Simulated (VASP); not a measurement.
# Al in VASP: a series of runs, part 2 of 2

VASP 6.6.1.

## 3. Relaxation of cell and atoms, PBE

This run uses another cell than the first one: it holds 8 atoms, not 1.

The input, INCAR:

```
PREC = Accurate
ENCUT = 600
EDIFF = 1E-7
ISMEAR = 0
SIGMA = 0.2
LREAL = F
LASPH = T
NELM = 80
ALGO = Fast
ISIF = 3
LWAVE = F
LCHARG = F
GGA = PE
IBRION = 2
NSW = 80
EDIFFG = -0.025
```

The input, KPOINTS:

```
regular mesh
0
Gamma
  4 4 4
```

The input, POSCAR:

```
Al
1.0
   -5.5132063845      0.1179614075      0.0746709860
    2.8588012901     -4.8393353112     -0.1056288698
   -0.0753107234      0.0795024759      5.6155871192
Al
8
Direct
    0.0059566028      0.0100524287      0.2462546305
   -0.0028557424      0.0021343395      0.7429667422
    0.4991544280      0.4982099138      0.2384438174
    0.4988992099      0.5038957708      0.7480585232
    1.0028372053      0.5008224561      0.2459922938
    1.0087773591      0.5057889746      0.7612533668
    0.4859869405     -0.0018275047      0.2579717170
    0.5012439968     -0.0190763788      0.7590589091
```

Potentials or basis: VASP PAW PBE potentials, release 64 (Al).

Run with:

```bash
$ cat potpaw_PBE.64/Al/POTCAR > POTCAR
$ mpirun -np 1 vasp_std > vasp.out
```

OUTCAR:

```text
PREC = Accurate
   ENCUT = 600
   EDIFF = 1E-7
   ISMEAR = 0
   LREAL = F
   LASPH = T
   NELM = 80
   ISIF = 3
   GGA = PE
   IBRION = 2
   NSW = 80
   EDIFFG = -0.025

 ion  position               nearest neighbor table
   1  0.006  0.010  0.246-   3 2.66   7 2.69   3 2.76   5 2.77   2 2.79   2 2.83   7 2.83   5 2.85

   2  0.997  0.002  0.743-   8 2.67   4 2.70   4 2.72   1 2.79   6 2.80   1 2.83   6 2.83   8 2.85

   3  0.499  0.498  0.238-   1 2.66   5 2.74   4 2.76   1 2.76   5 2.77   7 2.78   7 2.85   4 2.86
[... 7 lines left out ...]
   7  0.486  0.998  0.258-   5 2.66   1 2.69   5 2.76   3 2.78   8 2.80   8 2.82   1 2.83   3 2.85

   8  0.501  0.981  0.759-   6 2.62   2 2.67   4 2.67   6 2.80   7 2.80   7 2.82   2 2.85   4 2.95

  LATTYP: Found a triclinic cell.
 ALAT       =     5.6216606558
 B/A-ratio  =     0.9635007984
 C/A-ratio  =     0.9991095399
 COS(alpha) =     0.0114817261
 COS(beta)  =     0.0377896564
 COS(gamma) =     0.5012602442

  Lattice vectors:

 A1 = (   2.8588012901,  -4.8393353112,  -0.1056288698)
 A2 = (  -2.6544050944,  -4.7213739037,  -0.0309578838)
 A3 = (   0.0753107234,  -0.0795024759,  -5.6155871192)

Analysis of symmetry for initial positions (statically):
=====================================================================
 Subroutine PRICEL returns:
 Original cell was already a primitive cell.

 Routine SETGRP: Setting up the symmetry group for a
 triclinic supercell.

 Subroutine GETGRP returns: Found  1 space group operations
 (whereof  1 operations were pure point group operations)
 out of a pool of  2 trial point group operations.

[... 297 lines left out ...]
  free  energy   TOTEN  =       -28.2575196007 eV

  energy  without entropy=      -28.1681050966  energy(sigma->0) =      -28.21281235

 E-fermi :   7.3475     XC(G=0):  -9.9704

 val. band max:        7.3124346243   @ k =   0.5000   0.2500  -0.0000
 cond. band min:       7.3648841947   @ k =  -0.2500   0.2500   0.2500
 fundamental gap:      0.0524495704
 Fermi energy:         7.3475029493

 k-point     1 :       0.0000    0.0000    0.0000
  band No.  band energies     occupation
      1      -3.3771      2.00000
      2       1.9335      2.00000
      3       2.1572      2.00000
      4       2.5515      2.00000
      5       2.6362      2.00000
      6       3.1638      2.00000
[... 459 lines left out ...]
      6       2.5347      2.00000
[... 9 lines left out ...]
     16       9.4240      0.00000
     17      10.6901      0.00000

 [... further k-points ...]

[... ionic steps 4 to 31 ...]

--------------------------------------- Ionic step       32  -------------------------------------------

 number of electron      24.0000000 magnetization

------------------------ aborting loop because EDIFF is reached ----------------------------------------
[... 79 lines left out ...]
--------------------------------------- Ionic step       34  -------------------------------------------

 number of electron      24.0000000 magnetization

 Free energy of the ion-electron system (eV)
  ---------------------------------------------------
  ext. energy  EPLUGINS =         0.00000000
  ---------------------------------------------------
  free energy    TOTEN  =       -29.96248729 eV

  energy without entropy =      -29.92132650  energy(sigma->0) =      -29.94190689

 E-fermi :   7.8666     XC(G=0): -10.1881

 val. band max:        7.7888933746   @ k =  -0.0000   0.2500   0.5000
 cond. band min:       8.1244462150   @ k =   0.5000   0.5000   0.2500
 fundamental gap:      0.3355528404
 Fermi energy:         7.8666155852

 k-point     1 :       0.0000    0.0000    0.0000
  band No.  band energies     occupation
      1      -3.1406      2.00000
      2       3.2571      2.00000
      3       3.2683      2.00000
      4       3.4407      2.00000
      5       3.4436      2.00000
      6       3.4453      2.00000
[... 506 lines left out ...]
  FREE ENERGIE OF THE ION-ELECTRON SYSTEM (eV)
  ---------------------------------------------------
  free  energy   TOTEN  =       -29.9624872850 eV

  energy  without entropy=      -29.9213265028  energy(sigma->0) =      -29.94190689

 reached required accuracy - stopping structural energy minimisation
```

It took 38 min on 1 thread of AMD EPYC 7R43 (Zen 3), shared host; peak memory 0.42 GiB.

What came out:

* Free energy: -29.9625 eV
* Relaxed volume: 16.53 Å³/atom
* Relaxed cell: a = 5.774 Å, b = 5.772 Å, c = 5.771 Å, α = 121.22°, β = 58.79°, γ = 121.20°
* Space group after relaxing (to 0.1 Å): Fm-3m (No. 225)
* Energy gained by relaxing: 230.5 meV/atom
* Ionic steps: 34
* Pressure after relaxing: 0.0 GPa
* Largest force after relaxing: 0.016 eV/Å
* Band gap on the k mesh: zero (bands 12 and 13 overlap by 1.87 eV)

Forces in eV/Å, atoms in the order of the input:
```
Al  -0.006 -0.011 -0.008
Al   0.012 -0.006 -0.008
Al  -0.010 -0.005 -0.002
Al   0.002 -0.001 -0.003
Al  -0.005  0.008  0.012
Al   0.003 -0.001  0.003
Al   0.000  0.015  0.003
Al   0.003  0.002  0.003
```

The path:
```tsv
step	energy change (eV)	largest force (eV/Å)	pressure (GPa)	volume (Å³)
1	0.0000	0.7677	1.41	147.88
2	-0.1209	0.3527	-0.54	151.36
3	-0.1389	0.1765	-1.53	153.52
4	-0.2344	0.1898	-0.72	150.85
5	-0.3225	0.9154	2.57	142.51
6	-0.3466	0.5983	1.37	145.32
7	-0.3986	0.6346	1.22	145.00
8	-0.5360	0.7092	0.84	143.73
9	-1.0072	0.7943	0.15	139.73
10	0.9505	4.1002	14.65	125.44
11	-1.0819	0.7377	0.22	138.55
12	-1.0867	0.7592	0.34	138.11
13	-1.2139	0.4240	-0.68	138.50
14	-1.2873	0.4504	-1.53	138.84
15	-1.4164	0.5685	-1.23	137.02
16	-1.4761	1.0460	1.71	130.91
17	-1.5277	0.8018	-0.09	133.86
18	-1.6762	0.6493	0.09	132.60
19	-1.7127	0.5672	0.41	131.88
20	-1.7423	0.3997	1.38	130.34
21	-1.7436	0.4298	1.15	130.67
22	-1.7983	0.2669	-0.33	132.96
23	-1.8126	0.1383	-1.51	134.91
24	-1.8255	0.1187	-0.41	132.93
25	-1.8279	0.1143	-0.74	133.50
26	-1.8361	0.0990	0.36	131.67
27	-1.8362	0.1002	0.27	131.81
28	-1.8391	0.0784	0.12	132.04
29	-1.8408	0.0598	-0.10	132.39
30	-1.8427	0.0426	-0.04	132.28
31	-1.8429	0.0364	-0.01	132.25
32	-1.8437	0.0257	0.04	132.15
33	-1.8437	0.0256	0.04	132.15
34	-1.8439	0.0156	-0.03	132.25
```

Final structure:
```
Al
1.0
    -5.55477   -0.14530    1.56861
     2.80432   -4.81001   -1.52284
    -1.58802    0.93192    5.46972
Al
8
Direct
  0.99903 0.99934 0.25061
  0.00090 0.99961 0.75025
  0.49871 0.49974 0.25017
  0.50048 0.50025 0.75004
  0.00016 0.50062 0.24929
  0.99994 0.49945 0.74976
  0.50061 0.00116 0.24985
  0.50018 0.99983 0.75003
```

Levels at points of the mesh, in eV from the Fermi level:
| k point | band 9 | band 10 | band 11 | band 12 | band 13 | band 14 | band 15 | band 16 |
| --- | --- | --- | --- | --- | --- | --- | --- | --- |
| (0.00, 0.00, 0.00) | -4.14 | -2.80 | -2.80 | -2.80 | -1.48 | -1.48 | -1.48 | 5.35 |
| (0.50, 0.00, 0.00) | -0.93 | -0.93 | -0.47 | -0.47 | -0.47 | -0.47 | 3.71 | 3.71 |
| (0.00, 0.50, 0.00) | -0.93 | -0.92 | -0.48 | -0.47 | -0.47 | -0.46 | 3.72 | 3.72 |
| (0.50, 0.50, 0.00) | -0.68 | -0.67 | 0.30 | 0.30 | 1.21 | 1.23 | 1.24 | 1.24 |
| (0.00, 0.00, 0.50) | -0.93 | -0.92 | -0.48 | -0.47 | -0.46 | -0.46 | 3.73 | 3.73 |
| (0.50, 0.00, 0.50) | -0.67 | -0.67 | 0.30 | 0.30 | 1.22 | 1.22 | 1.24 | 1.24 |
| (0.00, 0.50, 0.50) | -0.67 | -0.67 | 0.30 | 0.30 | 1.22 | 1.22 | 1.24 | 1.24 |
| (0.50, 0.50, 0.50) | -0.70 | -0.69 | -0.68 | -0.68 | -0.68 | -0.68 | 3.05 | 3.05 |

## 4. Relaxation of cell and atoms, PBE

This run uses another cell than the first one, of 18.73 Å³/atom.

The input, INCAR:

```
PREC = Accurate ; ENCUT = 600
EDIFF = 1E-6 ; ISMEAR = 0
SIGMA = 0.1 ; LREAL = F
LASPH = T ; NELM = 100
ALGO = Fast ; ISIF = 3
LWAVE = F ; LCHARG = F
GGA = PE ; IBRION = 2
NSW = 100 ; EDIFFG = -0.01
```

The input, KPOINTS:

```
regular mesh
0
Gamma
  22 22 20
```

The input, POSCAR:

```
Al
1.0
    1.3702131394     -2.4383382031      0.0000000000
    1.3702131394      2.4383382031      0.0000000000
    0.0000000000      0.0000000000      2.8030355428
Al
1
Direct
    0.0000000000      0.0000000000      0.5000000000
```

Potentials or basis: VASP PAW PBE potentials, release 64 (Al).

Run with:

```bash
$ cat potpaw_PBE.64/Al/POTCAR > POTCAR
$ mpirun -np 1 vasp_std > vasp.out
```

OUTCAR:

```text
PREC = Accurate
   ENCUT = 600
   EDIFF = 1E-6
   ISMEAR = 0
   LREAL = F
   LASPH = T
   NELM = 100
   ISIF = 3
   GGA = PE
   IBRION = 2
   NSW = 100
   EDIFFG = -0.01

 ion  position               nearest neighbor table
   1  0.000  0.000  0.500-

  LATTYP: Found a base centered orthorhombic cell.
 ALAT       =     2.7404262788
 B/A-ratio  =     1.7795320545
 C/A-ratio  =     1.0228465420

  Lattice vectors:

 A1 = (   1.3702131394,  -2.4383382031,   0.0000000000)
 A2 = (   1.3702131394,   2.4383382031,   0.0000000000)
 A3 = (   0.0000000000,   0.0000000000,   2.8030355428)

Analysis of symmetry for initial positions (statically):
=====================================================================
 Subroutine PRICEL returns:
 Original cell was already a primitive cell.

 Routine SETGRP: Setting up the symmetry group for a
 base centered orthorhombic supercell.

 Subroutine GETGRP returns: Found  8 space group operations
 (whereof  8 operations were pure point group operations)
 out of a pool of  8 trial point group operations.
[... 169 lines left out ...]
  --------------------------------------------------------------------------------------
  -------------------------------------------------------------------------------------
  Total        0.0954795     -0.0368232      0.0046947      0.0000000      0.0000000      0.0000000
  in kB        8.1673315     -3.1498641      0.4015817      0.0000000      0.0000000      0.0000000
  external PRESSURE =       1.8063497 kB  Pullay stress =       0.0000000 kB
[... 127 lines left out ...]
--------------------------------------- Ionic step        5  -------------------------------------------

 number of electron       3.0000000 magnetization

 Free energy of the ion-electron system (eV)
  ---------------------------------------------------
  ext. energy  EPLUGINS =         0.00000000
  ---------------------------------------------------
  free energy    TOTEN  =        -3.52838378 eV

  energy without entropy =       -3.52621169  energy(sigma->0) =       -3.52729773

 E-fermi :   6.4691     XC(G=0):  -9.6934

 val. band max:        6.4689646880   @ k =   0.5000   0.4545   0.4500
 cond. band min:       6.4701255910   @ k =  -0.3636   0.3636   0.1000
 fundamental gap:      0.0011609030
 Fermi energy:         6.4690648610

 k-point     1 :       0.0000    0.0000    0.0000
  band No.  band energies     occupation
      1      -3.6470      2.00000
      2      13.8293      0.00000
      3      13.9702      0.00000
      4      19.4169      0.00000
      5      19.4978      0.00000
[... 177 lines left out ...]
 k-point    24 :      -0.4545    0.0455    0.0000
  band No.  band energies     occupation
      1       1.0672      2.00000
      2       4.3915      2.00000
      3      12.8005      0.00000
      4      15.6660      0.00000
      5      18.0611      0.00000

 [... further k-points ...]

------------------------ aborting loop because EDIFF is reached ----------------------------------------

  FORCE on cell =-STRESS in cart. coord.  units (eV):
  Direction    XX          YY          ZZ          XY          YZ          ZX
  --------------------------------------------------------------------------------------
  -------------------------------------------------------------------------------------
  Total       -0.0057102     -0.0074296      0.0094715      0.0000000      0.0000000      0.0000000
  in kB       -0.4873503     -0.6340989      0.8083710      0.0000000      0.0000000      0.0000000
  external PRESSURE =      -0.1043594 kB  Pullay stress =       0.0000000 kB
[... 16 lines left out ...]
  FREE ENERGIE OF THE ION-ELECTRON SYSTEM (eV)
  ---------------------------------------------------
  free  energy   TOTEN  =        -3.5283837803 eV

  energy  without entropy=       -3.5262116871  energy(sigma->0) =       -3.52729773

 reached required accuracy - stopping structural energy minimisation
```

OSZICAR:

```text
N       E                     dE             d eps       ncg     rms          rms(c)
DAV:   1    -0.954996497675E+00   -0.95500E+00   -0.97018E+02 14680   0.415E+02
DAV:   2    -0.351916059002E+01   -0.25642E+01   -0.23699E+01 18930   0.310E+01
DAV:   3    -0.354396050519E+01   -0.24800E-01   -0.24588E-01 20135   0.401E+00
[... 25 lines left out ...]
   4 F= -.35283365E+01 E0= -.35272385E+01  d E =-.283598E-03
       N       E                     dE             d eps       ncg     rms          rms(c)
DAV:   1    -0.352839441066E+01   -0.58039E-04   -0.12307E-03 20875   0.201E-01    0.203E-02
RMM:   2    -0.352838753344E+01    0.68772E-05   -0.87270E-06 14470   0.264E-02    0.112E-02
RMM:   3    -0.352838372380E+01    0.38096E-05   -0.31634E-06 14489   0.128E-02    0.196E-03
RMM:   4    -0.352838378034E+01   -0.56536E-07   -0.31600E-07  9137   0.537E-03
   5 F= -.35283838E+01 E0= -.35272977E+01  d E =-.330851E-03
```

Wall time 3.6 min (1 thread of AMD EPYC 7R43 (Zen 3), shared host); peak memory 0.25 GiB.

What came out:

- Free energy: -3.5284 eV
- Relaxed volume: 18.77 Å³/atom
- Relaxed cell: a = 2.781 Å, b = 2.781 Å, c = 2.802 Å, α = 90.00°, β = 90.00°, γ = 120.02°
- Space group after relaxing (to 0.1 Å): P6/mmm (No. 191)
- Energy gained by relaxing: 1.0 meV/atom
- Ionic steps: 5
- Pressure after relaxing: 0.0 GPa
- Band gap on the k mesh: zero (an odd number of electrons rules out a gap without spin polarisation)

Stress tensor (GPa, compression positive):
```
-0.05  0.00  0.00
 0.00 -0.06  0.00
 0.00  0.00  0.08
```

The path:
| step | energy change (eV) | largest force (eV/Å) | pressure (GPa) | volume (Å³) |
| --- | --- | --- | --- | --- |
| 1 | 0.0000 | 0.0000 | 0.18 | 18.73 |
| 2 | -0.0004 | 0.0000 | -0.04 | 18.79 |
| 3 | -0.0007 | 0.0000 | -0.36 | 18.87 |
| 4 | -0.0010 | 0.0000 | -0.13 | 18.81 |
| 5 | -0.0010 | 0.0000 | -0.01 | 18.77 |

Final structure:
```yaml
crystal:
  lattice:
    - [1.39043, -2.40903, 0.00000]
    - [1.39043, 2.40903, 0.00000]
    - [0.00000, 0.00000, 2.80219]
  atoms:
    - { symbol: Al, position: [0.00000, 0.00000, 0.50000] }
```

## 5. Summary

```tsv
task	cell	k mesh	cutoff (eV)	smearing	gap on the mesh (eV)	pressure (GPa)	relaxed volume (Å³/atom)
single point	a = 2.781, b = 2.781, c = 2.804 Å, angles 90.0, 90.0, 120.0°, 1 atom, atomic positions A	22 × 22 × 20	520	gaussian 0.1 eV	none	0.0	-
relaxation of cell and atoms	relaxed from a = 5.515, b = 5.622, c = 5.617 Å, angles 92.2, 88.4, 121.8°, 8 atoms, atomic positions B	4 × 4 × 4	600	gaussian 0.2 eV	none	0.0	16.53
relaxation of cell and atoms	relaxed from a = 2.797, b = 2.797, c = 2.803 Å, angles 90.0, 90.0, 121.3°, 1 atom, atomic positions A	22 × 22 × 20	600	gaussian 0.1 eV	none	0.0	18.77
```

Alike in all rows: level PBE; potentials or basis VASP PAW PBE potentials, release 64 (Al); no spin polarisation.

Total energies depend on the potentials used, so only differences within one code and one set of settings carry meaning.
